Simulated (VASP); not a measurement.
Set up this calculation in VASP 6.6.1, as the native input.

```yaml
Task: single point
Functional: PBE
Potentials_or_basis: VASP PAW PBE potentials, release 64 (K_sv, I)
Cutoff: 520 eV
k_mesh: 6 × 6 × 6
Occupations: gaussian, width 0.01 eV
Spin: no spin polarisation
Dipole_correction: no
Further_INCAR_settings: ALGO = Normal; EDIFF = 1e-06; NBANDS = 15
```

The structure of KI lies in POSCAR:

```
KI
1.0
    4.4250949059      0.0000000000      0.0000000000
    0.0000000000      4.4250949059      0.0000000000
    0.0000000000      0.0000000000      4.4250949059
K I
1 1
Direct
    0.0000000000      0.0000000000      0.0000000000
    0.5000000000      0.5000000000      0.5000000000
```

This cell differs from its parent crystal: volume changed by +6%.

The input as run:

INCAR

```
PREC = Accurate
ENCUT = 520
EDIFF = 1E-6
ISMEAR = 0
SIGMA = 0.01
LREAL = F
LASPH = T
NELM = 80
ALGO = Normal
ISIF = 2
LWAVE = F
LCHARG = F
GGA = PE
NBANDS = 15
```

KPOINTS

```
regular mesh
0
Gamma
  6 6 6
```

Potentials or basis: VASP PAW PBE potentials, release 64 (K_sv, I).

The run is started by

```sh
$ cat potpaw_PBE.64/K_sv/POTCAR potpaw_PBE.64/I/POTCAR > POTCAR
$ mpirun -np 1 vasp_std > vasp.out
```

Results of the run:

```yaml
Pressure: -0.6 GPa
Band_gap_on_the_k_mesh: 3.12 eV, indirect (least direct gap 3.43 eV)
```

Caveat: spin-orbit coupling is left out, which moves the levels of the heavy elements.

Wall time 11 s on 1 thread of Intel(R) Xeon(R) 6975P-C (Granite Rapids), on a shared host, peak memory 0.21 GiB.
